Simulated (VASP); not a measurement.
# KTaO3 (P4/mmm) in VASP: notebook

KTaO3 is run at these levels: r2SCAN; tasks: single point.

Everything below comes from runs of VASP 6.6.1. Logs are shortened: lines on timing, memory, paths and dates and some standing lists are left out, and cuts for length are marked.

### Step 1. The cell of the first run

The structure is tetragonal, space group P4/mmm (No. 123). Conventional cell: a = 3.988 Å, b = 3.988 Å, c = 4.337 Å, α = 90.00°, β = 90.00°, γ = 90.00°. K (site symmetry 4/mmm) has 12 O at 2.82 to 2.95 Å and 8 Ta at 3.56 Å within 3.7 Å. Ta (site symmetry 4/mmm) has 6 O at 1.99 to 2.17 Å within 2.6 Å. O (site symmetry 4/mmm) has 2 Ta at 2.17 Å and 4 K at 2.82 Å and 8 O at 2.95 Å within 3.0 Å. O (site symmetry mmm) has 2 Ta at 1.99 Å within 2.6 Å.

### Step 2. Single point, r2SCAN (strain +0.0875 x Voigt [1, 0, 0, 0, 0, 0])

The input, POSCAR:

```
KTaO3
1.0
    4.3372762500      0.0000000000      0.0000000000
    0.0000000000      3.9883000000      0.0000000000
    0.0000000000      0.0000000000      3.9883000000
K Ta O
1 1 3
Direct
    0.5000000000      0.5000000000      0.5000000000
    0.0000000000      0.0000000000      0.0000000000
    0.5000000000      0.0000000000      0.0000000000
    0.0000000000      0.5000000000      0.0000000000
    0.0000000000      0.0000000000      0.5000000000
```

The input, INCAR.step1:

```
ALGO     = Normal         # electronic algorithm
EDIFF    = 1E-4           # SCF threshold, eV
ENCUT    = 520            # plane-wave cutoff, eV
GGA      = PE             # functional
ISMEAR   = 0              # smearing method
LASPH    = True           # aspherical terms in the spheres
LCHARG   = False          # write CHGCAR
LREAL    = False          # projectors in reciprocal space
LWAVE    = True           # write WAVECAR
NBANDS   = 27             # bands
NELM     = 60             # most SCF steps
PREC     = Accurate       # precision mode
SIGMA    = 0.05           # smearing width, eV
```

The input, INCAR.step2:

```
ALGO     = Normal         # electronic algorithm
EDIFF    = 1E-6           # SCF threshold, eV
ENCUT    = 520            # plane-wave cutoff, eV
ISIF     = 2              # what is computed and relaxed
ISMEAR   = 0              # smearing method
ISTART   = 1            
LASPH    = True           # aspherical terms in the spheres
LCHARG   = False          # write CHGCAR
LMIXTAU  = True         
LREAL    = False          # projectors in reciprocal space
LWAVE    = False          # write WAVECAR
METAGGA  = R2SCAN         # meta-GGA
NBANDS   = 27             # bands
NELM     = 60             # most SCF steps
PREC     = Accurate       # precision mode
SIGMA    = 0.05           # smearing width, eV
```

The input, KPOINTS:

```
k-points
0
Gamma
  6 6 6
```

Potentials or basis: VASP PAW PBE potentials, release 64 (K_sv, Ta_pv, O).

Run with:

```sh
> cat potpaw_PBE.64/K_sv/POTCAR potpaw_PBE.64/Ta_pv/POTCAR potpaw_PBE.64/O/POTCAR > POTCAR
> cp INCAR.step1 INCAR
> mpirun -np 1 vasp_std > vasp.out
> cp INCAR.step2 INCAR
> mpirun -np 1 vasp_std > vasp.out
```

OUTCAR:

```text
EDIFF = 1E-6
   ENCUT = 520
   ISIF = 2
   ISMEAR = 0
   ISTART = 1
   LASPH = True
   LREAL = False
   METAGGA = R2SCAN
   NELM = 60
   PREC = Accurate

 ion  position               nearest neighbor table
   1  0.500  0.500  0.500-   3 2.82   3 2.82   3 2.82   3 2.82   2 3.56   2 3.56   2 3.56   2 3.56
                             2 3.56   2 3.56   2 3.56   2 3.56
   2  0.000  0.000  0.000-   4 1.99   5 1.99   5 1.99   4 1.99   3 2.17   3 2.17   1 3.56   1 3.56
                             1 3.56   1 3.56   1 3.56   1 3.56   1 3.56   1 3.56
   3  0.500  0.000  0.000-   2 2.17   2 2.17   1 2.82   1 2.82   1 2.82   1 2.82
   4  0.000  0.500  0.000-   2 1.99   2 1.99
   5  0.000  0.000  0.500-   2 1.99   2 1.99

  LATTYP: Found a simple tetragonal cell.
 ALAT       =     3.9883000000
 C/A-ratio  =     1.0875000000

  Lattice vectors:

 A1 = (   0.0000000000,   3.9883000000,   0.0000000000)
 A2 = (   0.0000000000,   0.0000000000,   3.9883000000)
 A3 = (   4.3372762500,   0.0000000000,   0.0000000000)

Analysis of symmetry for initial positions (statically):
=====================================================================
 Subroutine PRICEL returns:
 Original cell was already a primitive cell.

 Routine SETGRP: Setting up the symmetry group for a
 simple tetragonal supercell.

 Subroutine GETGRP returns: Found 16 space group operations
 (whereof 16 operations were pure point group operations)
 out of a pool of 16 trial point group operations.

The static configuration has the point symmetry D_4h.

Analysis of symmetry for dynamics (positions and initial velocities):
=====================================================================
 Subroutine PRICEL returns:
 Original cell was already a primitive cell.

 Routine SETGRP: Setting up the symmetry group for a
 simple tetragonal supercell.

 Subroutine GETGRP returns: Found 16 space group operations
 (whereof 16 operations were pure point group operations)
 out of a pool of 16 trial point group operations.

The dynamic configuration has the point symmetry D_4h.

 Subroutine INISYM returns: Found 16 space group operations
 (whereof 16 operations are pure point group operations),
 and found     1 'primitive' translations

----------------------------------------------------------------------------------------

                                     Primitive cell

  volume of cell :      68.9910

  direct lattice vectors                    reciprocal lattice vectors
     4.337276250  0.000000000  0.000000000     0.230559444  0.000000000  0.000000000
     0.000000000  3.988300000  0.000000000     0.000000000  0.250733395  0.000000000
     0.000000000  0.000000000  3.988300000     0.000000000  0.000000000  0.250733395

  length of vectors
     4.337276250  3.988300000  3.988300000     0.230559444  0.250733395  0.250733395

  position of ions in fractional coordinates (direct lattice)
     0.500000000  0.500000000  0.500000000
     0.000000000  0.000000000  0.000000000
     0.500000000  0.000000000  0.000000000
     0.000000000  0.500000000  0.000000000
     0.000000000  0.000000000  0.500000000

  ion indices of the primitive-cell ions
   primitive index   ion index
                 1           1
                 2           2
                 3           3
                 4           4
                 5           5

----------------------------------------------------------------------------------------

 KPOINTS: k-points

Automatic generation of k-mesh.
 Grid dimensions read from file:
 generate k-points for:    6    6    6

 Generating k-lattice:

  Cartesian coordinates                     Fractional coordinates (reciprocal lattice)
     0.038426574  0.000000000  0.000000000     0.166666667  0.000000000  0.000000000
     0.000000000  0.041788899  0.000000000     0.000000000  0.166666667  0.000000000
     0.000000000  0.000000000  0.041788899     0.000000000  0.000000000  0.166666667

  Length of vectors
     0.038426574  0.041788899  0.041788899

  Shift w.r.t. Gamma in fractional coordinates (k-lattice)
     0.000000000  0.000000000  0.000000000

 Subroutine IBZKPT returns following result:
 ===========================================

 Found     40 irreducible k-points:

 Following reciprocal coordinates:
            Coordinates               Weight
  0.000000  0.000000  0.000000      1.000000
  0.166667  0.000000  0.000000      2.000000
  0.333333  0.000000  0.000000      2.000000
  0.500000  0.000000  0.000000      1.000000
  0.000000  0.166667  0.000000      4.000000
  0.166667  0.166667  0.000000      8.000000
[... 16 lines left out ...]
  0.333333  0.333333  0.166667     16.000000
  0.500000  0.333333  0.166667      8.000000
 [... further k-points ...]
   k-points           NKPTS =     40   k-points in BZ     NKDIM =     40   number of bands    NBANDS=     27
   number of dos      NEDOS =    301   number of ions     NIONS =      5
   total plane-waves  NPLWV =  28800
   dimension x,y,z NGX =    32 NGY =   30 NGZ =   30
   dimension x,y,z NGXF=    64 NGYF=   60 NGZF=   60
   ions per type =               1   1   3
   NGX,Y,Z   is equivalent  to a cutoff of  12.27, 12.51, 12.51 a.u.
   NGXF,Y,Z  is equivalent  to a cutoff of  24.53, 25.01, 25.01 a.u.
 SYSTEM =  unknown system
   PREC   = accura    normal or accurate (medium, high low for compatibility)
   ISTART =      1    job   : 0-new  1-cont  2-samecut
   ICHARG =      0    charge: 1-file 2-atom 10-const
   ISPIN  =      1    spin polarized calculation?
   LNONCOLLINEAR =      F non collinear calculations
   LSORBIT =      F    spin-orbit coupling
   LASPH  =      T    aspherical Exc in radial PAW
   ENCUT  =  520.0 eV  38.22 Ry    6.18 a.u.   8.06  7.42  7.42*2*pi/ulx,y,z
   NELM   =     60;   NELMIN=  2; NELMDL=  0     # of ELM steps
   EDIFF  = 0.1E-05   stopping-criterion for ELM
   LREAL  =      F    real-space projection
   EDIFFG = 0.1E-04   stopping-criterion for IOM
   NSW    =      0    number of steps for IOM
   IBRION =     -1    ionic relax: 0-MD 1-quasi-New 2-CG
   NFREE  =      0    steps in history (QN), initial steepest desc. (CG)
   ISIF   =      2    stress and relaxation
   ISYM   =      2    0-nonsym 1-usesym 2-fastsym
   POTIM  = 0.5000    time-step for ionic-motion
   TEBEG  =    0.0;   TEEND  =   0.0 temperature during run
   PSTRESS=    0.0 pullay stress
   NELECT =      38.0000    total number of electrons
   NUPDOWN=      -1.0000    fix difference up-down
   EMIN   =  10.00;   EMAX   =-10.00  energy-range for DOS
   EFERMI =   0.00;   METHOD = LEGACY
   ISMEAR =     0;   SIGMA  =   0.05  broadening in eV -4-tet -1-fermi 0-gaus
   EFERMI_NEDOS =   21; number of points for ismear=-14 and -15
   IALGO  =     38    algorithm
   IMIX   =      4    mixing-type and parameters
     AMIX     =   0.40;   BMIX     =  1.00
     AMIX_MAG =   1.60;   BMIX_MAG =  1.00
  volume/ion in A,a.u.               =      13.80        93.11
  Fermi-wavevector in a.u.,A,eV,Ry     =   1.341957  2.535930 24.502016  1.800847
  Thomas-Fermi vector in A             =   2.470149
   LORBIT       =      0    0 simple, 1 ext, 2 COOP (PROOUT), +10 PAW based schemes
   METAGGA = R2SCAN    functional components
   LHFCALC =     F    Hartree Fock is set to
   AEXX    =    0.0000 exact exchange contribution
   IVDW    =     0    specifies the selected vdW correction
   LEPSILON=     F    determine dielectric tensor
   LRPA    =     F    only Hartree local field effects (RPA)
 non-spin polarized calculation
 Gauss-broadening in eV      SIGMA  =   0.05
  energy-cutoff  :      520.00
  volume of cell :       68.99
 maximum number of plane-waves:      1884
   NGX = 17   NGY = 15   NGZ = 15

 number of electron      37.9999982 magnetization

 Free energy of the ion-electron system (eV)
  ---------------------------------------------------
  ext. energy  EPLUGINS =         0.00000000
  ---------------------------------------------------
  free energy    TOTEN  =       -86.67893731 eV

  energy without entropy =      -86.67893731  energy(sigma->0) =      -86.67893731

 E-fermi :   1.2766     XC(G=0): -11.0865

 val. band max:        0.9579167591   @ k =   0.5000   0.5000   0.5000
 cond. band min:       3.2033639487   @ k =   0.0000   0.0000   0.0000
 fundamental gap:      2.2454471895
 Fermi energy:         1.2765593809

 k-point     1 :       0.0000    0.0000    0.0000
  band No.  band energies     occupation
      1     -34.8465      2.00000
      2     -34.8465      2.00000
      3     -34.7972      2.00000
      4     -27.6296      2.00000
      5     -17.6955      2.00000
      6     -17.1854      2.00000
[... 19 lines left out ...]
     26       9.3382      0.00000
     27       9.7472      0.00000

 k-point     2 :       0.1667    0.0000    0.0000
  band No.  band energies     occupation
      1     -34.8463      2.00000
      2     -34.8463      2.00000
      3     -34.8047      2.00000
      4     -27.6267      2.00000
      5     -17.6987      2.00000
      6     -17.1834      2.00000
[... 19 lines left out ...]
     26       9.5901      0.00000
     27       9.9994      0.00000

 k-point     3 :       0.3333    0.0000    0.0000
  band No.  band energies     occupation
      1     -34.8459      2.00000
      2     -34.8459      2.00000
      3     -34.8196      2.00000
      4     -27.6211      2.00000
      5     -17.7086      2.00000
      6     -17.1795      2.00000
[... 19 lines left out ...]
     26      10.1314      0.00000
     27      10.6107      0.00000

 k-point     4 :       0.5000    0.0000    0.0000
  band No.  band energies     occupation
      1     -34.8456      2.00000
      2     -34.8456      2.00000
      3     -34.8270      2.00000
      4     -27.6183      2.00000
      5     -17.7149      2.00000
      6     -17.1776      2.00000
[... 19 lines left out ...]
     26      10.4262      0.00000
     27      11.0533      0.00000
[... 516 lines left out ...]
      4     -27.6087      2.00000
      5     -17.2214      2.00000
      6     -16.5741      2.00000
[... 19 lines left out ...]
     26      11.1078      0.00000
     27      11.5557      0.00000

 k-point    23 :       0.3333    0.3333    0.1667
  band No.  band energies     occupation
      1     -34.9170      2.00000
      2     -34.8675      2.00000
      3     -34.8159      2.00000
      4     -27.6056      2.00000
      5     -17.1965      2.00000
      6     -16.5728      2.00000
[... 19 lines left out ...]
     26      11.3750      0.00000
     27      11.7860      0.00000

 k-point    24 :       0.5000    0.3333    0.1667
  band No.  band energies     occupation
      1     -34.9167      2.00000
      2     -34.8673      2.00000
      3     -34.8232      2.00000
      4     -27.6040      2.00000
      5     -17.1863      2.00000
      6     -16.5732      2.00000
[... 19 lines left out ...]
     26      11.4343      0.00000
     27      11.8229      0.00000

 [... further k-points ...]
[... 5 lines left out ...]
  --------------------------------------------------------------------------------------
  -------------------------------------------------------------------------------------
  Total      -10.8082963     -2.0831023     -2.0831023      0.0000000      0.0000000      0.0000000
  in kB     -251.0007990    -48.3758340    -48.3758340      0.0000000      0.0000000      0.0000000
  external PRESSURE =    -115.9174890 kB  Pullay stress =       0.0000000 kB

 VOLUME and BASIS-vectors are now :
 -----------------------------------------------------------------------------
  energy-cutoff  :      520.00
  volume of cell :       68.99
      direct lattice vectors                 reciprocal lattice vectors
     4.337276250  0.000000000  0.000000000     0.230559444  0.000000000  0.000000000
     0.000000000  3.988300000  0.000000000     0.000000000  0.250733395  0.000000000
     0.000000000  0.000000000  3.988300000     0.000000000  0.000000000  0.250733395

 POSITION                                       TOTAL-FORCE (eV/Angst)
 -----------------------------------------------------------------------------------
      2.16864      1.99415      1.99415         0.000000      0.000000      0.000000
      0.00000      0.00000      0.00000         0.000000      0.000000      0.000000
      2.16864      0.00000      0.00000         0.000000      0.000000      0.000000
      0.00000      1.99415      0.00000         0.000000      0.000000      0.000000
      0.00000      0.00000      1.99415         0.000000      0.000000      0.000000
 -----------------------------------------------------------------------------------
    total drift:                                0.000000      0.000000     -0.000000

  FREE ENERGIE OF THE ION-ELECTRON SYSTEM (eV)
  ---------------------------------------------------
  free  energy   TOTEN  =       -86.6789373075 eV

  energy  without entropy=      -86.6789373075  energy(sigma->0) =      -86.67893731
```

It took 3.3 min on 1 thread of Intel Xeon 8259CL, shared host; peak memory 0.22 GiB.

What came out:

```
Free energy            : -86.6789 eV
Pressure               : -11.6 GPa
Band gap on the k mesh : 2.25 eV (least direct gap 2.73 eV)
```

Caveat: the cell differs from its parent crystal (strain +0.0875 x Voigt [1, 0, 0, 0, 0, 0]); the stress differs along the axes, from -25 to -5 GPa; the PAW data sets were made with another functional, which shifts forces and pressure a little; spin-orbit coupling is left out, which moves the levels of the heavy elements.

(Part 1 of 2 ends here.)
